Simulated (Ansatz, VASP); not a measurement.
**ZrB2 in VASP and in Ansatz**

```xyz
3
Lattice="3.1325 0.0000 0.0000 -1.5663 2.7129 0.0000 0.0000 0.0000 3.4889" Properties=species:S:1:pos:R:3 pbc="T T T"
Zr    0.0000    0.0000    0.0000
B     0.0000    1.8086    1.7445
B     1.5663    0.9043    1.7445
```

Alike in both runs: functional LDA; k mesh 15 × 15 × 12; occupations gaussian, width 0.1 eV; no spin polarisation.

Ansatz relaxed the structure, and its values are those at the end. VASP's run is a single point on that final structure, the one shown.

|  | VASP | Ansatz |
| --- | --- | --- |
| version | VASP 6.6.1 | Ansatz 0.2.0 |
| potentials or method | VASP PAW LDA potentials, release 64 (Zr_sv, B), cutoff 520 eV | scalar-relativistic, plane waves, PAW |
| valence electrons in the cell | 18 | 18 |

Ansatz gave:

| Quantity | Value |
| --- | --- |
| gap on the k mesh at the Fermi level (eV) | none |
| pressure (GPa) | 0.0 |

**Question.** Which values does VASP return?

**Answer.** gap on the k mesh at the Fermi level (eV): none; pressure (GPa): 0.5.

LDA's correlation is that of Perdew and Zunger in VASP and of Perdew and Wang (1992) in Ansatz. A gap of «none» marks a metal or a gap that the smearing closes.
